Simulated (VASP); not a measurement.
Crystal: TePb.

```xyz
2
Lattice="0.0000 3.2678 3.2678 3.2678 0.0000 3.2678 3.2678 3.2678 0.0000" Properties=species:S:1:pos:R:3 pbc="T T T"
Pb    0.0000    0.0000    0.0000
Te    3.2678    3.2678    3.2678
```

Base run:

```yaml
Program: VASP 6.6.1
Functional: r2SCAN
Potentials_or_basis: VASP PAW PBE potentials, release 64 (Pb_d, Te)
Cutoff: 520 eV
k_mesh: 8 × 8 × 8
Occupations: gaussian, width 0.01 eV
Spin: no spin polarisation
```

Its results: band gap on the k mesh 1.09 eV, direct; pressure 0.0 GPa.

**Question.** The run is repeated on the same cell with these changes: functional from r2SCAN to PBE; k mesh from 8 × 8 × 8 to 4 × 4 × 4. What comes out?

**Answer.** Band gap on the k mesh 0.80 eV, direct; pressure 0.6 GPa.

Several settings changed at once, so the effect can't be laid on one alone.

Caveats: spin-orbit coupling is left out, which moves the levels of the heavy elements; the PAW data sets were made with another functional, which shifts forces and pressure a little (some runs).

A k mesh can miss the band edges.
